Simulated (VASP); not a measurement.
# C (Fd-3m) in VASP: single point with LDA

Aim: the single point of C with LDA.

Program: VASP 6.6.1. These are calculated values, not measurements. Logs are shortened: lines on timing, memory, paths and dates and some standing lists are left out, and cuts for length are marked.

## (1) The cell of the first run

The structure is cubic, space group Fd-3m (No. 227). Conventional cell: a = 3.532 Å, b = 3.532 Å, c = 3.532 Å, α = 90.00°, β = 90.00°, γ = 90.00°. C (site symmetry -43m) has 4 C at 1.53 Å within 2.0 Å.

## (2) Single point, LDA

Input file INCAR:

```
ALGO     = Normal         # electronic algorithm
EDIFF    = 1E-6           # SCF threshold, eV
ENCUT    = 1300           # plane-wave cutoff, eV
GGA_COMPAT= False        
ISIF     = 2              # what is computed and relaxed
ISMEAR   = 0              # smearing method
LASPH    = True           # aspherical terms in the spheres
LCHARG   = True           # write CHGCAR
LELF     = True           # ELF
LREAL    = False          # projectors in reciprocal space
LVHAR    = True         
LWAVE    = False          # write WAVECAR
NBANDS   = 11             # bands
NELM     = 120            # most SCF steps
PREC     = Accurate       # precision mode
SIGMA    = 0.1            # smearing width, eV
```

Input file KPOINTS:

```
k-points
0
Gamma
  10 10 10
```

Input file POSCAR:

```
C
1.0
    0.0000000000      1.7660495912      1.7660495912
    1.7660495912      0.0000000000      1.7660495912
    1.7660495912      1.7660495912      0.0000000000
C
2
Direct
    0.5000000000      0.5000000000      0.5000000000
    0.7500000000      0.7500000000      0.7500000000
```

Potentials or basis: VASP PAW LDA potentials, release 64 (C_h).

On the command line:

```
$ cat potpaw_LDA.64/C_h/POTCAR > POTCAR
$ mpirun -np 1 vasp_std > vasp.out
```

OUTCAR:

```text
EDIFF = 1E-6
   ENCUT = 1300
   ISIF = 2
   ISMEAR = 0
   LASPH = True
   LREAL = False
   NELM = 120
   PREC = Accurate

 ion  position               nearest neighbor table
   1  0.500  0.500  0.500-
   2  0.750  0.750  0.750-

  LATTYP: Found a face centered cubic cell.
 ALAT       =     3.5320991824

  Lattice vectors:

 A1 = (   0.0000000000,   1.7660495912,   1.7660495912)
 A2 = (   1.7660495912,   0.0000000000,   1.7660495912)
 A3 = (   1.7660495912,   1.7660495912,   0.0000000000)

Analysis of symmetry for initial positions (statically):
=====================================================================
 Subroutine PRICEL returns:
 Original cell was already a primitive cell.

 Routine SETGRP: Setting up the symmetry group for a
 face centered cubic supercell.

 Subroutine GETGRP returns: Found 48 space group operations
 (whereof 24 operations were pure point group operations)
 out of a pool of 48 trial point group operations.

The static configuration has the point symmetry T_d .
 The point group associated with its full space group is O_h .

Analysis of symmetry for dynamics (positions and initial velocities):
=====================================================================
 Subroutine PRICEL returns:
 Original cell was already a primitive cell.

 Routine SETGRP: Setting up the symmetry group for a
 face centered cubic supercell.

 Subroutine GETGRP returns: Found 48 space group operations
 (whereof 24 operations were pure point group operations)
 out of a pool of 48 trial point group operations.

The dynamic configuration has the point symmetry T_d .
 The point group associated with its full space group is O_h .

 Subroutine INISYM returns: Found 48 space group operations
 (whereof 24 operations are pure point group operations),
 and found     1 'primitive' translations

----------------------------------------------------------------------------------------

                                     Primitive cell

  volume of cell :      11.0164

  direct lattice vectors                    reciprocal lattice vectors
     0.000000000  1.766049591  1.766049591    -0.283117758  0.283117758  0.283117758
     1.766049591  0.000000000  1.766049591     0.283117758 -0.283117758  0.283117758
     1.766049591  1.766049591  0.000000000     0.283117758  0.283117758 -0.283117758

  length of vectors
     2.497571284  2.497571284  2.497571284     0.490374341  0.490374341  0.490374341

  position of ions in fractional coordinates (direct lattice)
     0.500000000  0.500000000  0.500000000
     0.750000000  0.750000000  0.750000000

  ion indices of the primitive-cell ions
   primitive index   ion index
                 1           1
                 2           2

----------------------------------------------------------------------------------------

 KPOINTS: k-points

Automatic generation of k-mesh.
 Grid dimensions read from file:
 generate k-points for:   10   10   10

 Generating k-lattice:

  Cartesian coordinates                     Fractional coordinates (reciprocal lattice)
    -0.028311776  0.028311776  0.028311776     0.100000000  0.000000000  0.000000000
     0.028311776 -0.028311776  0.028311776     0.000000000  0.100000000  0.000000000
     0.028311776  0.028311776 -0.028311776     0.000000000  0.000000000  0.100000000

  Length of vectors
     0.049037434  0.049037434  0.049037434

  Shift w.r.t. Gamma in fractional coordinates (k-lattice)
     0.000000000  0.000000000  0.000000000

 Subroutine IBZKPT returns following result:
 ===========================================

 Found     47 irreducible k-points:

 Following reciprocal coordinates:
            Coordinates               Weight
  0.000000  0.000000  0.000000      1.000000
  0.100000  0.000000  0.000000      8.000000
  0.200000  0.000000  0.000000      8.000000
  0.300000  0.000000  0.000000      8.000000
  0.400000  0.000000  0.000000      8.000000
  0.500000  0.000000  0.000000      4.000000
[... 16 lines left out ...]
  0.300000  0.300000  0.000000      6.000000
  0.400000  0.300000  0.000000     24.000000
 [... further k-points ...]
   k-points           NKPTS =     47   k-points in BZ     NKDIM =     47   number of bands    NBANDS=     11
   number of dos      NEDOS =    301   number of ions     NIONS =      2
   total plane-waves  NPLWV =  27000
   dimension x,y,z NGX =    30 NGY =   30 NGZ =   30
   dimension x,y,z NGXF=    60 NGYF=   60 NGZF=   60
   ions per type =               2
   NGX,Y,Z   is equivalent  to a cutoff of  19.97, 19.97, 19.97 a.u.
   NGXF,Y,Z  is equivalent  to a cutoff of  39.94, 39.94, 39.94 a.u.
 SYSTEM =  unknown system
   PREC   = accura    normal or accurate (medium, high low for compatibility)
   ISTART =      0    job   : 0-new  1-cont  2-samecut
   ICHARG =      2    charge: 1-file 2-atom 10-const
   ISPIN  =      1    spin polarized calculation?
   LNONCOLLINEAR =      F non collinear calculations
   LSORBIT =      F    spin-orbit coupling
   LASPH  =      T    aspherical Exc in radial PAW
   ENCUT  = 1300.0 eV  95.55 Ry    9.77 a.u.   7.34  7.34  7.34*2*pi/ulx,y,z
   NELM   =    120;   NELMIN=  2; NELMDL= -5     # of ELM steps
   EDIFF  = 0.1E-05   stopping-criterion for ELM
   LREAL  =      F    real-space projection
[... 7 lines left out ...]
   TEBEG  =    0.0;   TEEND  =   0.0 temperature during run
   PSTRESS=    0.0 pullay stress
   NELECT =       8.0000    total number of electrons
   NUPDOWN=      -1.0000    fix difference up-down
   EMIN   =  10.00;   EMAX   =-10.00  energy-range for DOS
   EFERMI =   0.00;   METHOD = LEGACY
   ISMEAR =     0;   SIGMA  =   0.10  broadening in eV -4-tet -1-fermi 0-gaus
   EFERMI_NEDOS =   21; number of points for ismear=-14 and -15
   IALGO  =     38    algorithm
   IMIX   =      4    mixing-type and parameters
     AMIX     =   0.40;   BMIX     =  1.00
     AMIX_MAG =   1.60;   BMIX_MAG =  1.00
  volume/ion in A,a.u.               =       5.51        37.17
  Fermi-wavevector in a.u.,A,eV,Ry     =   1.471494  2.780721 29.460636  2.165296
  Thomas-Fermi vector in A             =   2.586623
   LORBIT       =      0    0 simple, 1 ext, 2 COOP (PROOUT), +10 PAW based schemes
   GGA     = CA    functional components
   LHFCALC =     F    Hartree Fock is set to
   AEXX    =    0.0000 exact exchange contribution
   IVDW    =     0    specifies the selected vdW correction
   LEPSILON=     F    determine dielectric tensor
   LRPA    =     F    only Hartree local field effects (RPA)
 non-spin polarized calculation
 Gauss-broadening in eV      SIGMA  =   0.10
  energy-cutoff  :     1300.00
  volume of cell :       11.02
 maximum number of plane-waves:      1211
 NGX is ok and might be reduce to    30
   NGX = 15   NGY = 15   NGZ = 15

 number of electron       8.0000000 magnetization

 Free energy of the ion-electron system (eV)
  ---------------------------------------------------
  ext. energy  EPLUGINS =         0.00000000
  ---------------------------------------------------
  free energy    TOTEN  =       -20.26743053 eV

  energy without entropy =      -20.26743053  energy(sigma->0) =      -20.26743053

 E-fermi :  11.9144     XC(G=0): -13.7957

 val. band max:       11.3327301093   @ k =   0.0000   0.0000   0.0000
 cond. band min:      15.5375778355   @ k =   0.4000   0.4000   0.0000
 fundamental gap:      4.2048477262
 Fermi energy:        11.9144193405

 k-point     1 :       0.0000    0.0000    0.0000
  band No.  band energies     occupation
      1     -10.3810      2.00000
      2      11.3327      2.00000
      3      11.3327      2.00000
      4      11.3327      2.00000
      5      16.9584      0.00000
      6      16.9584      0.00000
      7      16.9584      0.00000
      8      25.5561      0.00000
      9      30.7268      0.00000
     10      38.2818      0.00000
     11      38.2818      0.00000

 k-point     2 :       0.1000    0.0000    0.0000
  band No.  band energies     occupation
      1     -10.0991      2.00000
      2       9.6366      2.00000
      3      10.8728      2.00000
      4      10.8728      2.00000
      5      17.5605      0.00000
      6      17.5605      0.00000
      7      17.9563      0.00000
      8      25.7118      0.00000
      9      31.1597      0.00000
     10      35.5485      0.00000
     11      35.5485      0.00000

 k-point     3 :       0.2000    0.0000    0.0000
  band No.  band energies     occupation
      1      -9.2579      2.00000
      2       6.3923      2.00000
      3       9.9745      2.00000
      4       9.9745      2.00000
      5      18.7126      0.00000
      6      18.7126      0.00000
      7      19.3058      0.00000
      8      26.1344      0.00000
      9      31.9095      0.00000
     10      33.9920      0.00000
     11      33.9920      0.00000

 k-point     4 :       0.3000    0.0000    0.0000
  band No.  band energies     occupation
      1      -7.8748      2.00000
      2       2.9431      2.00000
      3       9.1668      2.00000
      4       9.1668      2.00000
      5      19.5355      0.00000
      6      19.5355      0.00000
      7      20.1661      0.00000
      8      26.6329      0.00000
      9      32.2857      0.00000
     10      34.2658      0.00000
     11      34.2658      0.00000
[... 239 lines left out ...]
 k-point    22 :      -0.2000    0.2000    0.0000
  band No.  band energies     occupation
      1      -7.4182      2.00000
      2       4.3251      2.00000
      3       5.1776      2.00000
      4       9.3004      2.00000
      5      19.9154      0.00000
      6      20.0759      0.00000
      7      22.0047      0.00000
      8      25.3867      0.00000
      9      31.4747      0.00000
     10      32.3314      0.00000
     11      35.5799      0.00000

 k-point    23 :       0.3000    0.3000    0.0000
  band No.  band energies     occupation
      1      -7.0460      2.00000
      2       5.3211      2.00000
      3       6.3090      2.00000
      4       6.3090      2.00000
      5      15.6151      0.00000
      6      20.0618      0.00000
      7      24.6184      0.00000
      8      24.6184      0.00000
      9      32.6670      0.00000
     10      34.2379      0.00000
     11      42.5744      0.00000

 k-point    24 :       0.4000    0.3000    0.0000
  band No.  band energies     occupation
      1      -5.6984      2.00000
      2       3.3056      2.00000
      3       5.1947      2.00000
      4       5.8272      2.00000
      5      16.1733      0.00000
      6      19.3812      0.00000
      7      25.6187      0.00000
      8      25.7252      0.00000
      9      33.4739      0.00000
     10      34.3139      0.00000
     11      42.4616      0.00000

 [... further k-points ...]
[... 5 lines left out ...]
  --------------------------------------------------------------------------------------
  -------------------------------------------------------------------------------------
  Total        0.0531903      0.0531903      0.0531903      0.0000000     -0.0000000      0.0000000
  in kB        7.7357782      7.7357782      7.7357782      0.0000000     -0.0000000      0.0000000
  external PRESSURE =       7.7357782 kB  Pullay stress =       0.0000000 kB

 VOLUME and BASIS-vectors are now :
 -----------------------------------------------------------------------------
  energy-cutoff  :     1300.00
  volume of cell :       11.02
      direct lattice vectors                 reciprocal lattice vectors
     0.000000000  1.766049591  1.766049591    -0.283117758  0.283117758  0.283117758
     1.766049591  0.000000000  1.766049591     0.283117758 -0.283117758  0.283117758
     1.766049591  1.766049591  0.000000000     0.283117758  0.283117758 -0.283117758

 POSITION                                       TOTAL-FORCE (eV/Angst)
 -----------------------------------------------------------------------------------
      1.76605      1.76605      1.76605        -0.000000     -0.000000     -0.000000
      2.64907      2.64907      2.64907         0.000000      0.000000      0.000000
 -----------------------------------------------------------------------------------
    total drift:                                0.000000     -0.000000     -0.000000

  FREE ENERGIE OF THE ION-ELECTRON SYSTEM (eV)
  ---------------------------------------------------
  free  energy   TOTEN  =       -20.2674305315 eV

  energy  without entropy=      -20.2674305315  energy(sigma->0) =      -20.26743053
```

Wall time 11 s (1 thread of Intel Xeon Platinum 8488C (Sapphire Rapids), shared host); peak memory 0.14 GiB.

Results:

| Property | Result |
| --- | --- |
| Free energy | -20.2674 eV |
| Pressure | 0.8 GPa |
| Band gap on the k mesh | 4.20 eV (least direct gap 5.63 eV) |

A k mesh can miss the band edges. A hybrid or GW would open this gap; LDA tends to underestimate it.
